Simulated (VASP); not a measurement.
**Al: single point with PBEsol+D3(BJ)**

Crystal: Al.

```xyz
4
Lattice="2.7992 0.0000 0.0000 -1.3996 2.4242 0.0000 0.0000 0.0000 8.6506" Properties=species:S:1:pos:R:3 pbc="T T T"
Al    0.0000    0.0000    0.0000
Al    0.0000    1.6161    2.1626
Al    0.0000    0.0000    4.3253
Al    1.3996    0.8081    6.4879
```

This cell differs from its parent crystal: volume 14.675 Å^3 an atom, c/a of the conventional cell 3.0904.

```
Program                : VASP 6.6.1
Task                   : single point
Functional             : PBEsol
Dispersion             : D3(BJ)
Potentials or basis    : VASP PAW PBE potentials, release 64 (Al)
Cutoff                 : 520 eV
k mesh                 : 18 × 18 × 6
Occupations            : gaussian, width 0.15 eV
Spin                   : no spin polarisation
Dipole correction      : no
Further INCAR settings : ALGO = Normal; EDIFF = 1e-06; NBANDS = 14
```

* Pressure: 6.9 GPa
* Band gap on the k mesh: zero (band 6 reaches 14.15 eV, above the bottom of band 7 at 7.41 eV)
* Dispersion energy per atom: -0.358 eV

Stress tensor (GPa, compression positive):
```
 4.56  0.00  0.00
 0.00  4.56  0.00
 0.00  0.00 11.55
```

Levels at points of the mesh, in eV from the Fermi level:
| k point | band 3 | band 4 | band 5 | band 6 | band 7 | band 8 | band 9 | band 10 |
| --- | --- | --- | --- | --- | --- | --- | --- | --- |
| (0.00, 0.00, 0.00) | -10.00 | -4.71 | -3.82 | 4.79 | 4.82 | 10.67 | 10.67 | 10.81 |
| (0.50, 0.00, 0.00) | -4.35 | -4.29 | -3.58 | -3.51 | 0.88 | 1.29 | 2.07 | 2.29 |
| (0.00, 0.00, 0.50) | -7.60 | -7.60 | -0.09 | -0.09 | 10.21 | 10.21 | 11.04 | 11.04 |
| (0.50, 0.00, 0.50) | -5.33 | -5.33 | -1.94 | -1.94 | -1.21 | -1.21 | 5.12 | 5.12 |

It took 45 s on 1 thread of Intel(R) Xeon(R) Platinum 8488C (Sapphire Rapids) (shared host), peak memory 0.23 GiB.

Caveat: the PAW data sets were made with another functional, which shifts forces and pressure a little; pairwise dispersion overbinds metals, which lowers pressure and volume.
